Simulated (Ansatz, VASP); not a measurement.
# ZnSe: VASP beside Ansatz

```xyz
2
Lattice="0.0000 2.8338 2.9188 2.8338 0.0000 2.9188 2.8338 2.8338 0.0000" Properties=species:S:1:pos:R:3 pbc="T T T"
Zn    0.0000    0.0000    0.0000
Se    1.4169    1.4169    1.4594
```

Change from the starting cell: z stretched by +3 %, ions relaxed.

Alike in both runs: functional PBE; k mesh 13 × 13 × 13; occupations fermi-dirac, width 0.02 eV; no spin polarisation.

Ansatz relaxed the structure, and its values are those at the end. VASP's run is a single point on that final structure, the one shown.

|  | VASP | Ansatz |
| --- | --- | --- |
| version | VASP 6.6.1 | Ansatz 0.2.0 |
| potentials or method | VASP PAW PBE potentials, release 64 (Zn, Se) | plane-wave PAW, scalar-relativistic |
| plane-wave cutoff (eV) | 520 | 420 |
| valence electrons in the cell | 18 | 28 |

```csv
,VASP,Ansatz,Ansatz less VASP
gap on the k mesh at the Fermi level (eV),1.13,1.13,-0.001
pressure (GPa),0.5,0.3,-0.22
```

VASP's potentials hold 18 valence electrons a cell and Ansatz's 28, so a difference there can come from the potentials and not from the codes. Ansatz's warnings: stress scf threshold loose.
